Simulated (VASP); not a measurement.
As:

```
As
1.0
     3.72788    0.00000    0.00000
    -1.86394    3.22844    0.00000
     0.00000    0.00000    8.96873
As
4
Direct
  0.00000 0.00000 0.77758
  0.00000 0.00000 0.22242
  0.33333 0.66667 0.62968
  0.66667 0.33333 0.37032
```

The cell was built from a structure type or drawn by symmetry, and may not be a known phase.

- Program: VASP 6.6.1
- Task: relaxation of cell and atoms
- Functional: PBE
- Potentials or basis: VASP PAW PBE potentials, release 64 (As)
- Cutoff: 600 eV
- k mesh: 12 × 12 × 4
- Occupations: gaussian, width 0.01 eV
- Spin: no spin polarisation

At the start: pressure 0.2 GPa; volume 26.99 Å³/atom.

Problem. How do energy, volume and symmetry change on relaxing?

Solution. Over 56 steps the energy falls by 15.6 meV/atom and the volume is 33.77 Å³/atom (+25.1 %); space group P-3m1 (No. 164, to 0.1 Å) before and after.

Step by step:
| step | energy change (eV) | largest force (eV/Å) | pressure (GPa) | volume (Å³) |
| --- | --- | --- | --- | --- |
| 1 | 0.0000 | 0.1617 | 0.24 | 107.94 |
| 3 | -0.0033 | 0.0741 | -0.21 | 108.46 |
| 5 | -0.0050 | 0.0745 | 0.17 | 107.93 |
| 7 | -0.0083 | 0.0200 | 0.10 | 109.19 |
| 9 | -0.0102 | 0.0332 | -0.19 | 111.72 |
| 11 | -0.0105 | 0.0160 | 0.00 | 111.39 |
| 13 | -0.0105 | 0.0109 | 0.03 | 111.39 |
| 15 | -0.0105 | 0.0255 | 0.06 | 111.38 |
| 17 | -0.0105 | 0.0205 | 0.04 | 111.40 |
| 19 | -0.0106 | 0.0192 | -0.01 | 111.55 |
| 21 | -0.0106 | 0.0182 | -0.05 | 111.66 |
| 23 | -0.0107 | 0.0100 | -0.06 | 111.70 |
| 25 | -0.0110 | 0.0358 | -0.13 | 111.86 |
| 27 | -0.0111 | 0.0811 | -0.21 | 112.07 |
| 29 | -0.0112 | 0.0816 | -0.19 | 112.06 |
| 31 | -0.0117 | 0.0832 | -0.09 | 112.06 |
| 33 | -0.0138 | 0.1040 | 0.25 | 112.00 |
| 35 | -0.0141 | 0.1141 | 0.44 | 111.95 |
| 37 | -0.0149 | 0.1176 | 0.55 | 112.16 |
| 39 | -0.0115 | 0.1793 | 1.09 | 113.01 |
| 41 | -0.0186 | 0.1372 | 0.73 | 112.96 |
| 43 | -0.0222 | 0.2098 | 0.61 | 114.84 |
| 45 | -0.0325 | 0.1039 | 0.22 | 117.01 |
| 47 | -0.0336 | 0.0536 | 0.06 | 118.02 |
| 49 | -0.0392 | 0.0727 | -0.04 | 119.43 |
| 51 | -0.0541 | 0.1394 | -0.31 | 125.74 |
| 53 | -0.0621 | 0.0079 | 0.08 | 134.59 |
| 55 | -0.0622 | 0.0054 | 0.04 | 134.77 |
| 56 | -0.0622 | 0.0087 | -0.01 | 135.09 |

Final structure:
```xyz
4
Lattice="3.6118 0.0000 0.0000 -1.8059 3.1279 0.0000 0.0000 0.0000 11.9573" Properties=species:S:1:pos:R:3 pbc="T T T"
As    0.0000    0.0000    9.6395
As    0.0000    0.0000    2.3178
As    0.0000    2.0853    8.2439
As    1.8059    1.0426    3.7134
```

Caveat: the volume moved by over 15 % at a fixed basis, so the end points are rough; this functional lacks dispersion, which binds the layers, so the pressure and a relaxed spacing across them are unreliable.
